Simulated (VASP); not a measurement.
Input of a VASP 6.6.1 run:

Contents of INCAR:

```
ALGO = Normal ; DIPOL = 0.5 0.5 0.500
EDIFF = 1E-6 ; ENCUT = 520
GGA = PE ; IDIPOL = 3
ISIF = 2 ; ISMEAR = 0
IVDW = 12 ; LASPH = True
LCHARG = True ; LDIPOL = True
LELF = True ; LREAL = False
LVACPOTAV = True ; LVHAR = True
LWAVE = False ; NBANDS = 20
NELM = 100 ; PREC = Accurate
SIGMA = 0.02
```

The input KPOINTS:

```
k-points
0
Gamma
  9 9 1
```

The input POSCAR:

```
Te2Mo
1.0
    3.2240000000      0.0000000000      0.0000000000
   -1.6120000000      2.7920659018      0.0000000000
    0.0000000000      0.0000000000     33.2698832047
Te Mo
2 1
Direct
    0.3333333333      0.6666666667      0.4491732511
    0.3333333333      0.6666666667      0.5508267489
    0.6666666667      0.3333333333      0.5000000000
```

Potentials or basis: VASP PAW PBE potentials, release 64 (Te, Mo_sv).

Run with:

```console
$ cat potpaw_PBE.64/Te/POTCAR potpaw_PBE.64/Mo_sv/POTCAR > POTCAR
$ mpirun -np 1 vasp_std > vasp.out
```

Task: Predict the band gap on the k mesh.

Result: 1.37 eV, indirect (least direct gap 1.77 eV).

Task: Predict the largest force.

Result: 4.753 eV/Å.

Task: Estimate the dispersion energy per atom.

Result: -0.488 eV.

Forces in eV/Å, atoms in the order of the input:
```
Te   0.000  0.000 -4.753
Te   0.000  0.000  4.753
Mo   0.000  0.000  0.000
```

Caveat: spin-orbit coupling is left out, which moves the levels of the heavy elements.
